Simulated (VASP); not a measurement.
Here is a VASP 6.6.1 calculation.

File INCAR:

```
SYSTEM = CaF
ALGO = Normal
EDIFF = 1E-6
ENCUT = 600
GGA = PE
GGA_COMPAT = .False.
ISIF = 2
ISMEAR = 0
LASPH = .True.
LCHARG = .True.
LELF = .True.
LREAL = .False.
LVHAR = .True.
LWAVE = .False.
NBANDS = 44
NELM = 120
PREC = Accurate
SIGMA = 0.1
```

File KPOINTS:

```
k-points
0
Gamma
  4 4 4
  0 0 0
```

The input POSCAR:

```
CaF
1.0
    3.9607400986      0.0287027756      0.0398502429
   -0.0504345049      6.9043038683     -0.2185254977
   -0.0509975478     -2.2400558822      6.5403138038
Ca F
4 4
Direct
    0.7500181596      0.7383630450      0.2618395250
    0.2499679346      0.7616391366      0.7381523563
    0.2499731260      0.2616467120      0.2381599852
    0.7500337810      0.2383514271      0.7618473692
    0.2499944196      0.1255945283      0.8744288047
    0.7500038153      0.8744063649      0.6255724944
    0.7499971104      0.3744048240      0.1255717137
    0.2500116538      0.6255939620      0.3744277515
```

Potentials or basis: VASP PAW PBE potentials, release 64 (Ca_sv, F).

Run with:

```console
$ cat potpaw_PBE.64/Ca_sv/POTCAR potpaw_PBE.64/F/POTCAR > POTCAR
$ mpirun -np 1 vasp_std > vasp.out
```

Q: Estimate the band gap on the k mesh.

A: Zero (bands 34 and 35 overlap by 0.55 eV).

Q: Predict the largest force.

A: 0.051 eV/Å.

Forces on the atoms (eV/Å):
```
Ca   0.000  0.041 -0.030
Ca   0.000 -0.041  0.030
Ca   0.000 -0.041  0.030
Ca   0.000  0.041 -0.030
F    0.000  0.000  0.000
F    0.000  0.000  0.000
F    0.000  0.000  0.000
F    0.000  0.000  0.000
```

Caveat: the k points lie up to 0.40 Å⁻¹ apart, too coarse for converged energies and pressures of a metal.
